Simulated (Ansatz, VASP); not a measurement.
**Two plane-wave programs on TiTe3Se**

```
Ti Te Se
1.0
     4.99214    0.00000    0.00000
     0.00000    4.99214    0.00000
     0.00000    0.00000    8.57701
Ti Te Se
1 3 1
Cartesian
  2.4961 2.4961 3.7734
  2.4961 0.0000 4.8409
  0.0000 2.4961 4.8409
  2.4961 2.4961 7.5948
  2.4961 2.4961 1.4958
```

Alike in both runs: task relaxation of cell and atoms; functional PBE; k mesh 8 × 8 × 6; occupations gaussian, width 0.1 eV; no spin polarisation.

```csv
,VASP,Ansatz
version,VASP 6.6.1,Ansatz 0.2.0
potentials or method,"VASP PAW PBE potentials, release 64 (Ti_sv, Te, Se), cutoff 600 eV","scalar-relativistic, plane waves, PAW"
valence electrons in the cell,36,76
```

|  | VASP | Ansatz | Ansatz less VASP |
| --- | --- | --- | --- |
| gap on the k mesh at the Fermi level, each at its own relaxed structure (eV) | none | none | - |
| relaxed volume (Å³/atom) | 43.99 | 43.95 | -0.036 |
| relaxed length of the cell vector where the two differ most in proportion (Å) | 9.474 | 9.455 | -0.0190 |

A gap of «none» marks a metal or a gap that the smearing closes. VASP's potentials hold 36 valence electrons a cell and Ansatz's 76, so a difference there can come from the potentials and not from the codes. Ansatz's warnings: xc potential rough in thin density.

Neither program's run includes spin-orbit coupling.
